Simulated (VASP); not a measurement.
**Pd: single point with LDA**

Crystal: Pd.

```xyz
1
Lattice="-1.5272 1.5272 1.5272 1.5272 -1.5272 1.5272 1.5272 1.5272 -1.5272" Properties=species:S:1:pos:R:3 pbc="T T T"
Pd    0.0000    0.0000    0.0000
```

| Property | Result |
| --- | --- |
| Program | VASP 6.6.1 |
| Task | single point |
| Functional | LDA |
| Potentials or basis | VASP PAW LDA potentials, release 64 (Pd) |
| Cutoff | 500 eV |
| k mesh | 18 × 18 × 18 |
| Occupations | gaussian, width 0.1 eV |
| Spin | no spin polarisation |

```
Pressure               : 0.3 GPa
Band gap on the k mesh : zero (band 5 reaches 10.85 eV, above the bottom of band 6 at 9.08 eV)
```

Levels at points of the mesh, in eV from the Fermi level:
| k point | band 1 | band 2 | band 3 | band 4 | band 5 | band 6 | band 7 | band 8 | band 9 | band 10 |
| --- | --- | --- | --- | --- | --- | --- | --- | --- | --- | --- |
| (0.00, 0.00, 0.00) | -7.50 | -3.17 | -3.17 | -3.17 | -1.01 | -1.01 | 19.38 | 19.38 | 19.38 | 25.79 |
| (0.50, 0.00, 0.00) | -5.65 | -4.45 | -1.09 | -0.75 | 0.66 | 1.26 | 8.20 | 15.15 | 18.05 | 24.97 |
| (0.50, 0.50, 0.50) | -5.59 | -5.59 | 0.24 | 0.24 | 0.24 | 9.25 | 9.25 | 9.25 | 18.20 | 18.20 |

Run time: 18 s on 1 thread of Intel Xeon 8259CL (shared host), peak memory 0.14 GiB.
